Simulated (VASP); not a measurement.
# NaF (Fm-3m) in VASP: notebook, part 2 of 2

VASP 6.6.1. The steps go on from the part before.

## 4. Electric field gradients, LDA

This run uses another cell than the first one, of 12.54 Å³/atom, 1.010 times its volume.

File INCAR:

```
SYSTEM = NaF
PREC = Accurate
ENCUT = 520
EDIFF = 1E-8
ISMEAR = -1
SIGMA = 0.02
LREAL = .False.
LASPH = .True.
NELM = 80
ALGO = Normal
ISIF = 2
LWAVE = .False.
LCHARG = .False.
GGA = CA
LEFG = .True.
NBANDS = 14
```

File KPOINTS:

```
regular mesh
0
Gamma
  10 10 10
  0 0 0
```

File POSCAR:

```
NaF
1.0
    0.0000000000      2.3233000000      2.3233000000
    2.3233000000      0.0000000000      2.3233000000
    2.3233000000      2.3233000000      0.0000000000
Na F
1 1
Direct
    0.0000000000      0.0000000000      0.0000000000
    0.5000000000      0.5000000000      0.5000000000
```

Potentials or basis: VASP PAW LDA potentials, release 64 (Na_pv, F).

Started as:

```console
$ cat potpaw_LDA.64/Na_pv/POTCAR potpaw_LDA.64/F/POTCAR > POTCAR
$ mpirun -np 1 vasp_std > vasp.out
```

OUTCAR:

```text
SYSTEM = NaF
   PREC = Accurate
   ENCUT = 520
   EDIFF = 1E-8
   ISMEAR = -1
   LREAL = .False.
   LASPH = .True.
   NELM = 80
   ISIF = 2
   GGA = CA

 ion  position               nearest neighbor table
   1  0.000  0.000  0.000-   2 2.32   2 2.32   2 2.32   2 2.32   2 2.32   2 2.32
   2  0.500  0.500  0.500-   1 2.32   1 2.32   1 2.32   1 2.32   1 2.32   1 2.32

  LATTYP: Found a face centered cubic cell.
 ALAT       =     4.6466000000

  Lattice vectors:

 A1 = (   0.0000000000,   2.3233000000,   2.3233000000)
[... 620 lines left out ...]
  ---------------------------------------------------
  free  energy   TOTEN  =        -9.2997768359 eV

  energy  without entropy=       -9.2997768359  energy(sigma->0) =       -9.29977684

 Electric field gradients (V/A^2)
---------------------------------------------------------------------
 ion       V_xx      V_yy      V_zz      V_xy      V_xz      V_yz
---------------------------------------------------------------------
   1       0.000     0.000    -0.000     0.001     0.001     0.001
   2       0.000    -0.000    -0.000     0.008     0.008     0.008
---------------------------------------------------------------------

 Electric field gradients after diagonalization (V/A^2)
 (convention: |V_zz| > |V_xx| > |V_yy|)
----------------------------------------------------------------------
 ion       V_xx      V_yy      V_zz     asymmetry (V_yy - V_xx)/ V_zz
----------------------------------------------------------------------
   1      -0.001    -0.001     0.003       0.000
   2      -0.008    -0.008     0.016       0.000
----------------------------------------------------------------------

           NMR quadrupolar parameters

 Cq : quadrupolar parameter    Cq=e*Q*V_zz/h
 eta: asymmetry parameters     (V_yy - V_xx)/ V_zz
 Q  : nuclear electric quadrupole moment in mb (millibarn)
----------------------------------------------------------------------
 ion       Cq(MHz)       eta       Q (mb)
----------------------------------------------------------------------
   1       0.000       0.000       1.000
   2       0.000       0.000       1.000
----------------------------------------------------------------------
```

OSZICAR:

```text
N       E                     dE             d eps       ncg     rms          rms(c)
DAV:   1     0.105170945830E+03    0.10517E+03   -0.77616E+03  1324   0.121E+03
DAV:   2    -0.485833055702E+01   -0.11003E+03   -0.10287E+03  1412   0.329E+02
DAV:   3    -0.101113675604E+02   -0.52530E+01   -0.52424E+01  1646   0.674E+01
DAV:   4    -0.101511522376E+02   -0.39785E-01   -0.39783E-01  1484   0.629E+00
DAV:   5    -0.101515340180E+02   -0.38178E-03   -0.38178E-03  1610   0.612E-01    0.508E+00
DAV:   6    -0.934591424568E+01    0.80562E+00   -0.28552E+00  1556   0.148E+01    0.182E+00
DAV:   7    -0.931580088791E+01    0.30113E-01   -0.36703E-02  1364   0.198E+00    0.979E-01
DAV:   8    -0.929980616678E+01    0.15995E-01   -0.23897E-02  1464   0.332E+00    0.145E-01
DAV:   9    -0.929988679686E+01   -0.80630E-04   -0.23179E-03  1640   0.458E-01    0.107E-01
DAV:  10    -0.929977813859E+01    0.10866E-03   -0.57622E-04  1454   0.199E-01    0.856E-03
DAV:  11    -0.929977689183E+01    0.12468E-05   -0.14831E-05  1580   0.868E-02    0.231E-03
DAV:  12    -0.929977683895E+01    0.52883E-07   -0.13155E-06  1508   0.137E-02    0.983E-04
DAV:  13    -0.929977684435E+01   -0.54044E-08   -0.18025E-07  1586   0.369E-03    0.786E-04
DAV:  14    -0.929977683586E+01    0.84981E-08   -0.33756E-08  1172   0.180E-03
   1 F= -.92997768E+01 E0= -.92997768E+01  d E =-.402430E-12
```

stdout:

```text
POSCAR found type information on POSCAR NaF
 POSCAR found :  2 types and       2 ions
 scaLAPACK will be used
 LDA part: xc-table for (Slater(with rela. corr.)+CA(PZ))
 , standard interpolation
 POSCAR, INCAR and KPOINTS ok, starting setup
 FFT: planning ... GRIDC
 FFT: planning ... GRID_SOFT
 FFT: planning ... GRID
 WAVECAR not read
 entering main loop
ion   1

ion   2
```

Wall time 4.7 s (1 thread of Intel Xeon 6975P-C (Granite Rapids), shared host); peak memory 0.12 GiB.

What came out:

```yaml
Free_energy: -9.2998 eV
Pressure: -4.7 GPa
Band_gap_on_the_k_mesh: 5.91 eV, direct
```

Levels at points of the mesh, in eV from the valence-band top:
```
           k point  band 5  band 6  band 7  band 8  band 9  band 10
(0.00, 0.00, 0.00)    0.00    0.00    0.00    5.91   18.48    18.48
(0.50, 0.00, 0.00)   -1.64   -0.26   -0.26   10.33   12.03    19.58
(0.50, 0.50, 0.00)   -1.32   -0.42   -0.42   12.68   12.81    13.16
```

Caveat: without QUAD_EFG the Cq values of the log hold for a quadrupole moment of 1 mb, not for the nuclei. LDA gaps usually lie below the measured ones, often by a third to a half.

## 5. Electric field gradients, LDA (volume scaled by 1.01)

File INCAR:

```
SYSTEM = NaF
PREC = Accurate ; ENCUT = 520
EDIFF = 1E-8 ; ISMEAR = -1
SIGMA = 0.02 ; LREAL = .False.
LASPH = .True. ; NELM = 60
ALGO = Normal ; ISIF = 2
LWAVE = .False. ; LCHARG = .False.
GGA = CA ; LEFG = .True.
NBANDS = 14
```

File KPOINTS:

```
Automatic mesh
0
Gamma
  10 10 10
  0 0 0
```

File POSCAR:

```
NaF
1.0
    0.0000000000      2.3310186614      2.3310186614
    2.3310186614      0.0000000000      2.3310186614
    2.3310186614      2.3310186614      0.0000000000
Na F
1 1
Direct
    0.0000000000      0.0000000000      0.0000000000
    0.5000000000      0.5000000000      0.5000000000
```

Potentials or basis: VASP PAW LDA potentials, release 64 (Na_pv, F).

Started as:

```console
$ cat potpaw_LDA.64/Na_pv/POTCAR potpaw_LDA.64/F/POTCAR > POTCAR
$ mpirun -np 1 vasp_std > vasp.out
```

OUTCAR:

```text
SYSTEM = NaF
   PREC = Accurate
   ENCUT = 520
   EDIFF = 1E-8
   ISMEAR = -1
   LREAL = .False.
   LASPH = .True.
   NELM = 60
   ISIF = 2
   GGA = CA

 ion  position               nearest neighbor table
   1  0.000  0.000  0.000-   2 2.33   2 2.33   2 2.33   2 2.33   2 2.33   2 2.33
   2  0.500  0.500  0.500-   1 2.33   1 2.33   1 2.33   1 2.33   1 2.33   1 2.33

  LATTYP: Found a face centered cubic cell.
 ALAT       =     4.6620373228

  Lattice vectors:

 A1 = (   0.0000000000,   2.3310186614,   2.3310186614)
 A2 = (   2.3310186614,   0.0000000000,   2.3310186614)
 A3 = (   2.3310186614,   2.3310186614,   0.0000000000)

Analysis of symmetry for initial positions (statically):
=====================================================================
 Subroutine PRICEL returns:
 Original cell was already a primitive cell.

 Routine SETGRP: Setting up the symmetry group for a
 face centered cubic supercell.

 Subroutine GETGRP returns: Found 48 space group operations
 (whereof 48 operations were pure point group operations)
 out of a pool of 48 trial point group operations.

The static configuration has the point symmetry O_h .

Analysis of symmetry for dynamics (positions and initial velocities):
=====================================================================
 Subroutine PRICEL returns:
 Original cell was already a primitive cell.

 Routine SETGRP: Setting up the symmetry group for a
 face centered cubic supercell.

 Subroutine GETGRP returns: Found 48 space group operations
 (whereof 48 operations were pure point group operations)
 out of a pool of 48 trial point group operations.

[... 553 lines left out ...]
      6      -2.9776      2.00000
      7      -2.9203      2.00000
      8       7.4941      0.00000
      9      10.7292      0.00000
     10      13.5429      0.00000
     11      16.3732      0.00000
     12      16.3998      0.00000
     13      22.1524      0.00000
     14      23.3982      0.00000

 [... further k-points ...]

------------------------ aborting loop because EDIFF is reached ----------------------------------------

  FORCE on cell =-STRESS in cart. coord.  units (eV):
  Direction    XX          YY          ZZ          XY          YZ          ZX
  --------------------------------------------------------------------------------------
  -------------------------------------------------------------------------------------
  Total       -0.8058169     -0.8058169     -0.8058169      0.0000000     -0.0000000      0.0000000
  in kB      -50.9659037    -50.9659037    -50.9659037      0.0000000     -0.0000000      0.0000000
  external PRESSURE =     -50.9659037 kB  Pullay stress =       0.0000000 kB

 VOLUME and BASIS-vectors are now :
 -----------------------------------------------------------------------------
  energy-cutoff  :      520.00
  volume of cell :       25.33
      direct lattice vectors                 reciprocal lattice vectors
     0.000000000  2.331018661  2.331018661    -0.214498497  0.214498497  0.214498497
     2.331018661  0.000000000  2.331018661     0.214498497 -0.214498497  0.214498497
     2.331018661  2.331018661  0.000000000     0.214498497  0.214498497 -0.214498497

 POSITION                                       TOTAL-FORCE (eV/Angst)
 -----------------------------------------------------------------------------------
      0.00000      0.00000      0.00000        -0.000000     -0.000000     -0.000000
      2.33102      2.33102      2.33102         0.000000      0.000000      0.000000
 -----------------------------------------------------------------------------------
    total drift:                                0.000000      0.000000      0.000000

  FREE ENERGIE OF THE ION-ELECTRON SYSTEM (eV)
  ---------------------------------------------------
  free  energy   TOTEN  =        -9.2924714069 eV

  energy  without entropy=       -9.2924714069  energy(sigma->0) =       -9.29247141

 Electric field gradients (V/A^2)
---------------------------------------------------------------------
 ion       V_xx      V_yy      V_zz      V_xy      V_xz      V_yz
---------------------------------------------------------------------
   1       0.000    -0.000     0.000     0.002     0.002     0.002
   2       0.000     0.000    -0.000     0.001     0.001     0.001
---------------------------------------------------------------------

 Electric field gradients after diagonalization (V/A^2)
 (convention: |V_zz| > |V_xx| > |V_yy|)
----------------------------------------------------------------------
 ion       V_xx      V_yy      V_zz     asymmetry (V_yy - V_xx)/ V_zz
----------------------------------------------------------------------
   1      -0.002    -0.002     0.003       0.000
   2      -0.001    -0.001     0.002       0.000
----------------------------------------------------------------------

           NMR quadrupolar parameters

 Cq : quadrupolar parameter    Cq=e*Q*V_zz/h
 eta: asymmetry parameters     (V_yy - V_xx)/ V_zz
 Q  : nuclear electric quadrupole moment in mb (millibarn)
----------------------------------------------------------------------
 ion       Cq(MHz)       eta       Q (mb)
----------------------------------------------------------------------
   1       0.000       0.000       1.000
   2       0.000       0.000       1.000
----------------------------------------------------------------------
```

stdout:

```text
POSCAR found type information on POSCAR NaF
 POSCAR found :  2 types and       2 ions
 scaLAPACK will be used
 LDA part: xc-table for (Slater(with rela. corr.)+CA(PZ))
 , standard interpolation
 POSCAR, INCAR and KPOINTS ok, starting setup
 FFT: planning ... GRIDC
 FFT: planning ... GRID_SOFT
 FFT: planning ... GRID
 WAVECAR not read
 entering main loop
ion   1

ion   2
```

It took 8.7 s on 1 thread of Intel Xeon 6975P-C (Granite Rapids), shared host; peak memory 0.14 GiB.

Results:

* Free energy: -9.2925 eV
* Pressure: -5.1 GPa
* Band gap on the k mesh: 5.86 eV, direct

Caveat: the cell differs from its parent crystal (volume scaled by 1.01); without QUAD_EFG the Cq values of the log hold for a quadrupole moment of 1 mb, not for the nuclei. A k mesh can miss the band edges.

## 6. Summary

| cell | gap on the mesh (eV) | pressure (GPa) |
| --- | --- | --- |
| a = 3.275 Å, angles 60.0°, 2 atoms | 5.97 | -4.3 |
| a = 3.286 Å, angles 60.0°, 2 atoms | 5.91 | -4.7 |
| a = 3.297 Å, angles 60.0°, 2 atoms | 5.86 | -5.1 |

Alike in all rows: task electric field gradients; level LDA; potentials or basis VASP PAW LDA potentials, release 64 (Na_pv, F); no spin polarisation; k mesh 10 × 10 × 10; cutoff (eV) 520; smearing fermi-dirac 0.02 eV.

Absolute energies hang on the potentials; compare differences alone.
